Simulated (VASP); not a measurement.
# Ru (P6_3/mmc) in VASP: further runs

Ru is run at these levels: PBE-based screened hybrid, RPBE+D3(BJ); tasks: single point.

All numbers are computed with VASP 6.6.1; they aren't measurements. Logs are shortened: lines on timing, memory, paths and dates and some standing lists are left out, and cuts for length are marked.

**1. The cell of the first run**

It takes space group P6_3/mmc (No. 194, hexagonal). The conventional cell has a = 2.706 Å, b = 2.706 Å, c = 4.282 Å, α = 90.00°, β = 90.00°, γ = 120.00°. Ru (site symmetry -6m2) has 12 Ru at 2.65 to 2.71 Å within 3.5 Å.

**2. Single point, PBE-based screened hybrid**

Input file POSCAR:

```
Ru
1.0
    2.7058000000      0.0000000000      0.0000000000
   -1.3529000000      2.3432915376      0.0000000000
    0.0000000000      0.0000000000      4.2819000000
Ru
2
Direct
    0.6666666667      0.3333333333      0.7500000000
    0.3333333333      0.6666666667      0.2500000000
```

Input file INCAR.step1:

```
SYSTEM = Ru
PREC = Accurate
ENCUT = 520
EDIFF = 1E-5
ISMEAR = -1
SIGMA = 0.05
LREAL = .False.
LASPH = .True.
NELM = 60
ALGO = Normal
ISIF = 2
LWAVE = .True.
LCHARG = .False.
GGA = PE
NBANDS = 21
```

Input file INCAR.step2:

```
SYSTEM = Ru
PREC = Accurate
ENCUT = 520
EDIFF = 1E-7
ISMEAR = -1
SIGMA = 0.05
LREAL = .False.
LASPH = .True.
NELM = 60
ALGO = Normal
ISIF = 2
LWAVE = .False.
LCHARG = .False.
GGA = PE
LHFCALC = .True.
AEXX = 0.25
HFSCREEN = 0.3
PRECFOCK = Normal
ISTART = 1
NBANDS = 21
```

Input file KPOINTS:

```
Automatic mesh
0
Gamma
  6 6 3
  0 0 0
```

Potentials or basis: VASP PAW PBE potentials, release 64 (Ru_pv).

On the command line:

```bash
$ cat potpaw_PBE.64/Ru_pv/POTCAR > POTCAR
$ cp INCAR.step1 INCAR
$ mpirun -np 1 vasp_std > vasp.out
$ cp INCAR.step2 INCAR
$ mpirun -np 1 vasp_std > vasp.out
```

OUTCAR:

```text
SYSTEM = Ru
   PREC = Accurate
   ENCUT = 520
   EDIFF = 1E-7
   ISMEAR = -1
   LREAL = .False.
   LASPH = .True.
   NELM = 60
   ISIF = 2
   GGA = PE
   LHFCALC = .True.
   AEXX = 0.25
   HFSCREEN = 0.3
   PRECFOCK = Normal
   ISTART = 1

 ion  position               nearest neighbor table
   1  0.667  0.333  0.750-   2 2.65   2 2.65   2 2.65   2 2.65   2 2.65   2 2.65
   2  0.333  0.667  0.250-   1 2.65   1 2.65   1 2.65   1 2.65   1 2.65   1 2.65

  LATTYP: Found a hexagonal cell.
 ALAT       =     2.7058000000
 C/A-ratio  =     1.5824894671

  Lattice vectors:

 A1 = (   2.7058000000,   0.0000000000,   0.0000000000)
 A2 = (  -1.3529000000,   2.3432915376,   0.0000000000)
 A3 = (   0.0000000000,   0.0000000000,   4.2819000000)

Analysis of symmetry for initial positions (statically):
=====================================================================
 Subroutine PRICEL returns:
 Original cell was already a primitive cell.

 Routine SETGRP: Setting up the symmetry group for a
 hexagonal supercell.

 Subroutine GETGRP returns: Found 24 space group operations
 (whereof 12 operations were pure point group operations)
 out of a pool of 24 trial point group operations.

The static configuration has the point symmetry D_3d.
 The point group associated with its full space group is D_6h.

Analysis of symmetry for dynamics (positions and initial velocities):
=====================================================================
 Subroutine PRICEL returns:
 Original cell was already a primitive cell.

 Routine SETGRP: Setting up the symmetry group for a
 hexagonal supercell.

 Subroutine GETGRP returns: Found 24 space group operations
 (whereof 12 operations were pure point group operations)
 out of a pool of 24 trial point group operations.

The dynamic configuration has the point symmetry D_3d.
 The point group associated with its full space group is D_6h.

 Subroutine INISYM returns: Found 24 space group operations
 (whereof 12 operations are pure point group operations),
 and found     1 'primitive' translations

----------------------------------------------------------------------------------------

                                     Primitive cell

  volume of cell :      27.1493

  direct lattice vectors                    reciprocal lattice vectors
     2.705800000  0.000000000  0.000000000     0.369576465  0.213375072  0.000000000
    -1.352900000  2.343291538  0.000000000     0.000000000  0.426750144  0.000000000
     0.000000000  0.000000000  4.281900000     0.000000000  0.000000000  0.233541185

  length of vectors
     2.705800000  2.705800000  4.281900000     0.426750144  0.426750144  0.233541185

  position of ions in fractional coordinates (direct lattice)
     0.666666667  0.333333333  0.750000000
     0.333333333  0.666666667  0.250000000

  ion indices of the primitive-cell ions
   primitive index   ion index
                 1           1
                 2           2

----------------------------------------------------------------------------------------

 KPOINTS: Automatic mesh

Automatic generation of k-mesh.
 Grid dimensions read from file:
 generate k-points for:    6    6    3

 Generating k-lattice:

  Cartesian coordinates                     Fractional coordinates (reciprocal lattice)
     0.061596078  0.035562512  0.000000000     0.166666667  0.000000000  0.000000000
     0.000000000  0.071125024  0.000000000     0.000000000  0.166666667  0.000000000
     0.000000000  0.000000000  0.077847062     0.000000000  0.000000000  0.333333333

  Length of vectors
     0.071125024  0.071125024  0.077847062

  Shift w.r.t. Gamma in fractional coordinates (k-lattice)
     0.000000000  0.000000000  0.000000000

 Subroutine IBZKPT returns following result:
 ===========================================

 Found     14 irreducible k-points:

 Following reciprocal coordinates:
            Coordinates               Weight
  0.000000  0.000000  0.000000      1.000000
  0.166667  0.000000  0.000000      6.000000
  0.333333  0.000000  0.000000      6.000000
  0.500000  0.000000  0.000000      3.000000
  0.166667  0.166667  0.000000      6.000000
  0.333333  0.166667  0.000000     12.000000
  0.333333  0.333333  0.000000      2.000000
  0.000000  0.000000  0.333333      2.000000
  0.166667  0.000000  0.333333     12.000000
  0.333333  0.000000  0.333333     12.000000
  0.500000  0.000000  0.333333      6.000000
  0.166667  0.166667  0.333333     12.000000
  0.333333  0.166667  0.333333     24.000000
  0.333333  0.333333  0.333333      4.000000
   k-points           NKPTS =     14   k-points in BZ     NKDIM =    108   number of bands    NBANDS=     21
   number of dos      NEDOS =    301   number of ions     NIONS =      2
   total plane-waves  NPLWV =  12800
   dimension x,y,z NGX =    20 NGY =   20 NGZ =   32
   dimension x,y,z NGXF=    40 NGYF=   40 NGZF=   64
   ions per type =               2
   NGX,Y,Z   is equivalent  to a cutoff of  12.29, 12.29, 12.42 a.u.
   NGXF,Y,Z  is equivalent  to a cutoff of  24.58, 24.58, 24.85 a.u.
 SYSTEM =  Ru
   PREC   = accura    normal or accurate (medium, high low for compatibility)
   ISTART =      1    job   : 0-new  1-cont  2-samecut
   ICHARG =      0    charge: 1-file 2-atom 10-const
   ISPIN  =      1    spin polarized calculation?
   LNONCOLLINEAR =      F non collinear calculations
   LSORBIT =      F    spin-orbit coupling
   LASPH  =      T    aspherical Exc in radial PAW
   ENCUT  =  520.0 eV  38.22 Ry    6.18 a.u.   5.03  5.03  7.96*2*pi/ulx,y,z
   NELM   =     60;   NELMIN=  2; NELMDL=  0     # of ELM steps
   EDIFF  = 0.1E-06   stopping-criterion for ELM
   LREAL  =      F    real-space projection
   EDIFFG = 0.1E-05   stopping-criterion for IOM
   NSW    =      0    number of steps for IOM
   IBRION =     -1    ionic relax: 0-MD 1-quasi-New 2-CG
   NFREE  =      0    steps in history (QN), initial steepest desc. (CG)
   ISIF   =      2    stress and relaxation
   ISYM   =      3    0-nonsym 1-usesym 2-fastsym
   POTIM  = 0.5000    time-step for ionic-motion
   TEBEG  =    0.0;   TEEND  =   0.0 temperature during run
   PSTRESS=    0.0 pullay stress
   NELECT =      28.0000    total number of electrons
   NUPDOWN=      -1.0000    fix difference up-down
   EMIN   =  10.00;   EMAX   =-10.00  energy-range for DOS
   EFERMI =   0.00;   METHOD = LEGACY
   ISMEAR =    -1;   SIGMA  =   0.05  broadening in eV -4-tet -1-fermi 0-gaus
   EFERMI_NEDOS =   21; number of points for ismear=-14 and -15
   IALGO  =     38    algorithm
   IMIX   =      1    mixing-type and parameters
     AMIX     =   0.40;   BMIX     =  1.00
     AMIX_MAG =   1.60;   BMIX_MAG =  1.00
  volume/ion in A,a.u.               =      13.57        91.61
  Fermi-wavevector in a.u.,A,eV,Ry     =   1.654022  3.125649 37.222674  2.735789
  Thomas-Fermi vector in A             =   2.742361
   LORBIT       =      0    0 simple, 1 ext, 2 COOP (PROOUT), +10 PAW based schemes
   GGA     = PE    functional components
   LHFCALC =     T    Hartree Fock is set to
   PRECFOCK=normal    Normal, Fast or Accurate (Low or Medium for compatibility)
   ENCUT4O =  -1.0   cutoff for four orbital integrals eV
   NKREDX  =     1    reduce k-point grid by
   NKREDY  =     1    reduce k-point grid by
   NKREDZ  =     1    reduce k-point grid by
   AEXX    =    0.2500 exact exchange contribution
   HFSCREEN=    0.3000 screening length (either q_TF or 0.3 A-1)
   HFSCREENC=   0.3000 screening length for correlation (either q_TF or 0.3 A-1)
   ENCUTFOCK=  -1.0 apply spherical cutoff to Coloumb kernel
   IVDW    =     0    specifies the selected vdW correction
   LEPSILON=     F    determine dielectric tensor
   LRPA    =     F    only Hartree local field effects (RPA)
 non-spin polarized calculation
  energy-cutoff  :      520.00
  volume of cell :       27.15
 maximum number of plane-waves:       756
 NGX is ok and might be reduce to    20
  NGX = 16; NGY = 16; NGZ = 28

 number of electron      28.0000008 magnetization

 Free energy of the ion-electron system (eV)
  ---------------------------------------------------
  ext. energy  EPLUGINS =         0.00000000
  ---------------------------------------------------
  free energy    TOTEN  =       -20.93725001 eV

  energy without entropy =      -20.92730657  energy(sigma->0) =      -20.93227829

 E-fermi :  12.5045     XC(G=0): -11.6337

 val. band max:       12.4752132124   @ k =   0.1667   0.1667   0.0000
 cond. band min:      12.5892618725   @ k =   0.1667   0.0000   0.3333
 fundamental gap:      0.1140486601
 Fermi energy:        12.5044672163

 k-point     1 :       0.0000    0.0000    0.0000
  band No.  band energies     occupation
      1     -34.0821      2.00000
      2     -33.0129      2.00000
      3     -33.0129      2.00000
      4     -32.8148      2.00000
      5     -32.8148      2.00000
      6     -32.7522      2.00000
[... 13 lines left out ...]
     20      26.6314      0.00000
     21      26.6347      0.00000

 k-point     2 :       0.1667    0.0000    0.0000
  band No.  band energies     occupation
      1     -33.9752      2.00000
      2     -33.2316      2.00000
      3     -33.0855      2.00000
      4     -33.0414      2.00000
      5     -32.8472      2.00000
      6     -32.8061      2.00000
[... 13 lines left out ...]
     20      26.6316      0.00000
     21      26.6343      0.00000

 k-point     3 :       0.3333    0.0000    0.0000
  band No.  band energies     occupation
      1     -33.7161      2.00000
      2     -33.6684      2.00000
      3     -33.4646      2.00000
      4     -33.2212      2.00000
      5     -32.9587      2.00000
      6     -32.9176      2.00000
[... 13 lines left out ...]
     20      25.2140      0.00000
     21      26.6331      0.00000
[... 217 lines left out ...]
 k-point    13 :       0.3333    0.1667    0.3333
  band No.  band energies     occupation
      1     -33.8939      2.00000
      2     -33.7924      2.00000
      3     -33.3870      2.00000
      4     -33.2335      2.00000
      5     -33.1222      2.00000
      6     -32.9806      2.00000
[... 13 lines left out ...]
     20      26.5560      0.00000
     21      26.6334      0.00000

 k-point    14 :       0.3333    0.3333    0.3333
  band No.  band energies     occupation
      1     -33.7626      2.00000
      2     -33.7626      2.00000
      3     -33.6241      2.00000
      4     -33.4114      2.00000
      5     -33.0422      2.00000
      6     -33.0422      2.00000
[... 13 lines left out ...]
     20      25.9759      0.00000
     21      25.9765      0.00000

------------------------ aborting loop because EDIFF is reached ----------------------------------------

  FORCE on cell =-STRESS in cart. coord.  units (eV):
  Direction    XX          YY          ZZ          XY          YZ          ZX
  --------------------------------------------------------------------------------------
  -------------------------------------------------------------------------------------
  Total       -0.8268902     -0.8268902     -1.9856796     -0.0000000     -0.0000000      0.0000000
  in kB      -48.7977576    -48.7977576   -117.1820838     -0.0000000     -0.0000000      0.0000000
  external PRESSURE =     -71.5925330 kB  Pullay stress =       0.0000000 kB

 VOLUME and BASIS-vectors are now :
 -----------------------------------------------------------------------------
  energy-cutoff  :      520.00
  volume of cell :       27.15
      direct lattice vectors                 reciprocal lattice vectors
     2.705800000  0.000000000  0.000000000     0.369576465  0.213375072  0.000000000
    -1.352900000  2.343291538  0.000000000     0.000000000  0.426750144  0.000000000
     0.000000000  0.000000000  4.281900000     0.000000000  0.000000000  0.233541185

 POSITION                                       TOTAL-FORCE (eV/Angst)
 -----------------------------------------------------------------------------------
      1.35290      0.78110      3.21143        -0.000000     -0.000000      0.000000
     -0.00000      1.56219      1.07048         0.000000      0.000000     -0.000000
 -----------------------------------------------------------------------------------
    total drift:                               -0.000000      0.000000      0.000000

  FREE ENERGIE OF THE ION-ELECTRON SYSTEM (eV)
  ---------------------------------------------------
  free  energy   TOTEN  =       -20.9372500080 eV

  energy  without entropy=      -20.9273065689  energy(sigma->0) =      -20.93227829
```

It took 19 min on 1 thread of Intel Xeon 6975P-C (Granite Rapids), shared host; peak memory 0.25 GiB.

Results:

```
Free energy            : -20.9373 eV
Pressure               : -7.2 GPa
Band gap on the k mesh : zero (band 14 reaches 14.41 eV, above the bottom of band 15 at 10.81 eV)
```

Stress tensor (GPa, compression positive):
```
 -4.88   0.00   0.00
  0.00  -4.88   0.00
  0.00   0.00 -11.72
```

Levels at points of the mesh, in eV from the Fermi level:
```
           k point  band 12  band 13  band 14  band 15  band 16  band 17
(0.00, 0.00, 0.00)    -2.23    -2.23    -1.70    -1.70     1.37     1.37
(0.50, 0.00, 0.00)    -1.92    -1.67     1.69     2.14     2.16     4.61
```

Caveat: the k points lie up to 0.49 Å⁻¹ apart; the PAW data sets were made with another functional, which shifts forces and pressure a little.

**3. Single point, RPBE+D3(BJ)**

This run uses another cell than the first one, of 12.38 Å³/atom, 0.912 times its volume.

Input file INCAR:

```
SYSTEM = Ru
PREC = Accurate ; ENCUT = 520
EDIFF = 1E-7 ; ISMEAR = -1
SIGMA = 0.05 ; LREAL = .FALSE.
LASPH = .TRUE. ; NELM = 80
ALGO = Normal ; ISIF = 2
LWAVE = .FALSE. ; LCHARG = .TRUE.
GGA = RP ; IVDW = 12
LELF = .TRUE. ; LVHAR = .TRUE.
NBANDS = 21
```

Input file KPOINTS:

```
Automatic mesh
0
G
  11 11 6
  0 0 0
```

Input file POSCAR:

```
Ru
1.0
    2.6187196343      0.0000000000      0.0000000000
   -1.3093598171      2.2678777287      0.0000000000
    0.0000000000      0.0000000000      4.1676742776
Ru
2
Direct
    0.6666666667      0.3333333333      0.7500000000
    0.3333333333      0.6666666667      0.2500000000
```

Potentials or basis: VASP PAW PBE potentials, release 64 (Ru_pv).

On the command line:

```bash
$ cat potpaw_PBE.64/Ru_pv/POTCAR > POTCAR
$ mpirun -np 1 vasp_std > vasp.out
```

OUTCAR:

```text
SYSTEM = Ru
   PREC = Accurate
   ENCUT = 520
   EDIFF = 1E-7
   ISMEAR = -1
   LREAL = .FALSE.
   LASPH = .TRUE.
   NELM = 80
   ISIF = 2
   GGA = RP
   IVDW = 12
 IVDW          = 12

 ion  position               nearest neighbor table
   1  0.667  0.333  0.750-   2 2.57   2 2.57   2 2.57   2 2.57   2 2.57   2 2.57
   2  0.333  0.667  0.250-   1 2.57   1 2.57   1 2.57   1 2.57   1 2.57   1 2.57

  LATTYP: Found a hexagonal cell.
 ALAT       =     2.6187196343
 C/A-ratio  =     1.5914931186

  Lattice vectors:

 A1 = (   2.6187196343,   0.0000000000,   0.0000000000)
[... 765 lines left out ...]

 Edisp (eV)   -7.50916

 E8    (eV) :    -5.0514

  FORCE on cell =-STRESS in cart. coord.  units (eV):
  Direction    XX          YY          ZZ          XY          YZ          ZX
  --------------------------------------------------------------------------------------
  -------------------------------------------------------------------------------------
  Total       0.01656     0.01656     0.02313     0.00000     0.00000     0.00000
  in kB       1.07221     1.07221     1.49742     0.00000     0.00000     0.00000
  external pressure =        1.21 kB  Pullay stress =        0.00 kB

 VOLUME and BASIS-vectors are now :
 -----------------------------------------------------------------------------
  energy-cutoff  :      520.00
  volume of cell :       24.75
      direct lattice vectors                 reciprocal lattice vectors
     2.618719634  0.000000000  0.000000000     0.381866003  0.220470440  0.000000000
    -1.309359817  2.267877729  0.000000000     0.000000000  0.440940879  0.000000000
     0.000000000  0.000000000  4.167674278     0.000000000  0.000000000  0.239941976

 POSITION                                       TOTAL-FORCE (eV/Angst)
 -----------------------------------------------------------------------------------
      1.30936      0.75596      3.12576        -0.000000      0.000000      0.000000
     -0.00000      1.51192      1.04192         0.000000     -0.000000      0.000000
 -----------------------------------------------------------------------------------
    total drift:                               -0.000000      0.000000     -0.000000

  FREE ENERGIE OF THE ION-ELECTRON SYSTEM (eV)
  ---------------------------------------------------
  free  energy   TOTEN  =       -24.2569846207 eV

  energy  without entropy=      -24.2427262122  energy(sigma->0) =      -24.24985542
```

stdout:

```text
POSCAR found type information on POSCAR Ru
 POSCAR found :  1 types and       2 ions
 scaLAPACK will be used
 -----------------------------------------------------------------------------
|                                                                             |
|                                                                             |
|     You enforced a specific xc type in the INCAR file but a different       |
|     I HOPE YOU KNOW WHAT YOU ARE DOING!                                     |
|                                                                             |
 -----------------------------------------------------------------------------

 LDA part: xc-table for (Slater+PW92), standard interpolation
 POSCAR, INCAR and KPOINTS ok, starting setup
 FFT: planning ... GRIDC
 FFT: planning ... GRID_SOFT
 FFT: planning ... GRID
 WAVECAR not read
 entering main loop
```

Run time: 31 s. Hardware: 1 thread of Intel Xeon 8259CL, shared host; peak memory 0.16 GiB.

Results:

- Free energy: -24.2570 eV
- Pressure: 0.1 GPa
- Band gap on the k mesh: zero (band 14 reaches 16.43 eV, above the bottom of band 15 at 12.92 eV)
- Dispersion energy per atom: -3.755 eV

Caveat: the PAW data sets were made with another functional, which shifts forces and pressure a little; pairwise dispersion overbinds metals, which lowers pressure and volume.
